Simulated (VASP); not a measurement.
# BeS (F-43m) in VASP: settings compared, part 2 of 2

VASP 6.6.1.

## 3. Single point, SCAN

File INCAR:

```
METAGGA = SCAN
ISMEAR = -5
LWAVE = F
LCHARG = F
NBANDS = 20
PREC = Accurate
LASPH = T
LREAL = F
ALGO = Normal
EDIFF = 1E-6
NELM = 120
GGA_COMPAT = F
ENCUT = 300
EFERMI = MIDGAP
LMIXTAU = T
NEDOS = 2001
LORBIT = 11
KPAR = 2
```

File KPOINTS:

```
Automatic mesh
0
Gamma
  13 13 13
  0 0 0
```

File POSCAR:

```
BeS
1.0
    0.0000000000      2.4250000000      2.4250000000
    2.4250000000      0.0000000000      2.4250000000
    2.4250000000      2.4250000000      0.0000000000
S Be
1 1
Direct
    0.7500000000      0.7500000000      0.7500000000
    0.0000000000      0.0000000000      0.0000000000
```

Potentials or basis: VASP PAW PBE potentials, release 64 (S, Be).

Started as:

```sh
> cat potpaw_PBE.64/S/POTCAR potpaw_PBE.64/Be/POTCAR > POTCAR
> mpirun -np 2 vasp_std > vasp.out
```

OUTCAR:

```text
METAGGA = SCAN
   ISMEAR = -5
   PREC = Accurate
   LASPH = T
   LREAL = F
   EDIFF = 1E-6
   NELM = 120
   ENCUT = 300
   EFERMI = MIDGAP
   LORBIT = 11

 Found     84 irreducible k-points:

 Following reciprocal coordinates:
            Coordinates               Weight
  0.000000  0.000000  0.000000      1.000000
  0.076923  0.000000  0.000000      8.000000
  0.153846  0.000000  0.000000      8.000000
  0.230769  0.000000  0.000000      8.000000
  0.307692  0.000000  0.000000      8.000000
  0.384615  0.000000  0.000000      8.000000
   k-points           NKPTS =     84   k-points in BZ     NKDIM =     84   number of bands    NBANDS=     20
   number of dos      NEDOS =   2001   number of ions     NIONS =      2
   total plane-waves  NPLWV =   8000
   dimension x,y,z NGX =    20 NGY =   20 NGZ =   20
   dimension x,y,z NGXF=    40 NGYF=   40 NGZF=   40
   ions per type =               1   1
   NGX,Y,Z   is equivalent  to a cutoff of   9.70,  9.70,  9.70 a.u.
   NGXF,Y,Z  is equivalent  to a cutoff of  19.39, 19.39, 19.39 a.u.
 SYSTEM =  unknown system
   PREC   = accura    normal or accurate (medium, high low for compatibility)
   ISTART =      0    job   : 0-new  1-cont  2-samecut
   ICHARG =      2    charge: 1-file 2-atom 10-const
   ISPIN  =      1    spin polarized calculation?
   LNONCOLLINEAR =      F non collinear calculations
   LSORBIT =      F    spin-orbit coupling
   LASPH  =      T    aspherical Exc in radial PAW
   ENCUT  =  300.0 eV  22.05 Ry    4.70 a.u.   4.84  4.84  4.84*2*pi/ulx,y,z
   NELM   =    120;   NELMIN=  2; NELMDL= -5     # of ELM steps
   EDIFF  = 0.1E-05   stopping-criterion for ELM
   LREAL  =      F    real-space projection
   EDIFFG = 0.1E-04   stopping-criterion for IOM
   NSW    =      0    number of steps for IOM
   IBRION =     -1    ionic relax: 0-MD 1-quasi-New 2-CG
   NFREE  =      0    steps in history (QN), initial steepest desc. (CG)
   ISIF   =      2    stress and relaxation
   ISYM   =      2    0-nonsym 1-usesym 2-fastsym
   POTIM  = 0.5000    time-step for ionic-motion
   TEBEG  =    0.0;   TEEND  =   0.0 temperature during run

   SCALEE = 1.0000    scale energy and forces
   PSTRESS=    0.0 pullay stress
   NELECT =       8.0000    total number of electrons
   NUPDOWN=      -1.0000    fix difference up-down
   EMIN   =  10.00;   EMAX   =-10.00  energy-range for DOS
   EFERMI =   0.00;   METHOD = MIDGAP
[... 18 lines left out ...]

   OMEGAMAX=  -1.0    maximum frequency
 non-spin polarized calculation
 Fermi weights with tetrahedron method with Bloechl corrections
  energy-cutoff  :      300.00
  volume of cell :       28.52
 maximum number of plane-waves:       343
   NGX =  9   NGY =  9   NGZ =  9

 number of electron       8.0000005 magnetization

 Free energy of the ion-electron system (eV)
  ---------------------------------------------------
  ext. energy  EPLUGINS =         0.00000000
  ---------------------------------------------------
  free energy    TOTEN  =       -16.47859037 eV

  energy without entropy =      -16.47859037  energy(sigma->0) =      -16.47859037

 E-fermi :   5.7553     XC(G=0): -10.1897

 val. band max:        3.9410930499   @ k =   0.0000   0.0000   0.0000
 cond. band min:       7.5695962167   @ k =   0.4615   0.4615   0.0000
 fundamental gap:      3.6285031668
 Fermi energy:         5.7553446333

 k-point     1 :       0.0000    0.0000    0.0000
  band No.  band energies     occupation
      1     -10.3671      2.00000
      2       3.9411      2.00000
      3       3.9411      2.00000
      4       3.9411      2.00000
      5      10.2111      0.00000
      6      10.2111      0.00000
[... 91 lines left out ...]
      3       2.9854      2.00000
      4       2.9855      2.00000
      5      10.0747      0.00000
      6      11.1802      0.00000
[... 8 lines left out ...]
     15      29.1954      0.00000
     16      31.5701      0.00000

 [... further k-points ...]

 [bands above 16 left out]

------------------------ aborting loop because EDIFF is reached ----------------------------------------

  FORCE on cell =-STRESS in cart. coord.  units (eV):
  Direction    XX          YY          ZZ          XY          YZ          ZX
  --------------------------------------------------------------------------------------
  -------------------------------------------------------------------------------------
  Total        0.0709125      0.0709125      0.0709125      0.0000000      0.0000000     -0.0000000
  in kB        3.9835334      3.9835334      3.9835334      0.0000000      0.0000000     -0.0000000
  external PRESSURE =       3.9835334 kB  Pullay stress =       0.0000000 kB

 VOLUME and BASIS-vectors are now :
 -----------------------------------------------------------------------------
  energy-cutoff  :      300.00
  volume of cell :       28.52
      direct lattice vectors                 reciprocal lattice vectors
     0.000000000  2.425000000  2.425000000    -0.206185567  0.206185567  0.206185567
     2.425000000  0.000000000  2.425000000     0.206185567 -0.206185567  0.206185567
     2.425000000  2.425000000  0.000000000     0.206185567  0.206185567 -0.206185567

 POSITION                                       TOTAL-FORCE (eV/Angst)
 -----------------------------------------------------------------------------------
      3.63750      3.63750      3.63750        -0.000000     -0.000000     -0.000000
      0.00000      0.00000      0.00000         0.000000      0.000000      0.000000
 -----------------------------------------------------------------------------------
    total drift:                               -0.000005     -0.000005     -0.000008

  FREE ENERGIE OF THE ION-ELECTRON SYSTEM (eV)
  ---------------------------------------------------
  free  energy   TOTEN  =       -16.4785903651 eV

  energy  without entropy=      -16.4785903651  energy(sigma->0) =      -16.47859037

 total charge

# of ion       s       p       d       tot
------------------------------------------
    1        1.300   2.570   0.000   3.870
    2        0.381   0.637   0.000   1.019
--------------------------------------------------
tot          1.682   3.207   0.000   4.889
```

OSZICAR:

```text
N       E                     dE             d eps       ncg     rms          rms(c)
DAV:   1     0.680980182267E+01    0.68098E+01   -0.25837E+03  3416   0.229E+02
DAV:   2    -0.174101313133E+02   -0.24220E+02   -0.23334E+02  4408   0.703E+01
DAV:   3    -0.180740010256E+02   -0.66387E+00   -0.66173E+00  4148   0.103E+01
[... 23 lines left out ...]
DAV:  27    -0.164786188685E+02   -0.37295E-04   -0.68999E-07  3552   0.380E-03    0.647E-03
DAV:  28    -0.164785829418E+02    0.35927E-04   -0.34856E-07  2784   0.276E-03    0.102E-03
DAV:  29    -0.164785947756E+02   -0.11834E-04   -0.55698E-08  1728   0.100E-03    0.116E-03
DAV:  30    -0.164785883182E+02    0.64574E-05   -0.12485E-08  1712   0.537E-04    0.328E-04
DAV:  31    -0.164785913281E+02   -0.30099E-05   -0.63704E-09  1708   0.369E-04    0.271E-04
DAV:  32    -0.164785903651E+02    0.96297E-06   -0.14417E-09  1716   0.153E-04
   1 F= -.16478590E+02 E0= -.16478590E+02  d E =0.000000E+00
```

stdout:

```text
POSCAR found type information on POSCAR S Be
 POSCAR found :  2 types and       2 ions
 scaLAPACK will be used
 -----------------------------------------------------------------------------
|                                                                             |
|                                                                             |
|     You enforced a specific xc type in the INCAR file but a different       |
|     I HOPE YOU KNOW WHAT YOU ARE DOING!                                     |
|                                                                             |
 -----------------------------------------------------------------------------

 LDA part: xc-table for (None), standard interpolation
 POSCAR, INCAR and KPOINTS ok, starting setup
 FFT: planning ... GRIDC
 FFT: planning ... GRID_SOFT
 FFT: planning ... GRID
 WAVECAR not read
 entering main loop
```

Wall time 40 s (2 MPI ranks of Intel Xeon 6975P-C (Granite Rapids), shared host); peak memory 0.13 GiB.

What came out:

```
Free energy                                           : -16.4786 eV
Pressure                                              : 0.4 GPa
Band gap on the k mesh                                : 3.63 eV (least direct gap 6.27 eV)
Valence electrons inside the program's atomic spheres : S 3.87; Be 1.02
```

Caveat: the cutoff is under 1.25 times the usual one of these potentials, so pressure, stress and relaxed cells hold a basis-set (Pulay) error; the PAW data sets were made with another functional, which shifts forces and pressure a little; an odd mesh through Γ misses points on the zone boundary, where band edges can lie. SCAN opens gaps a little over a GGA but as a rule still falls short of measured ones.
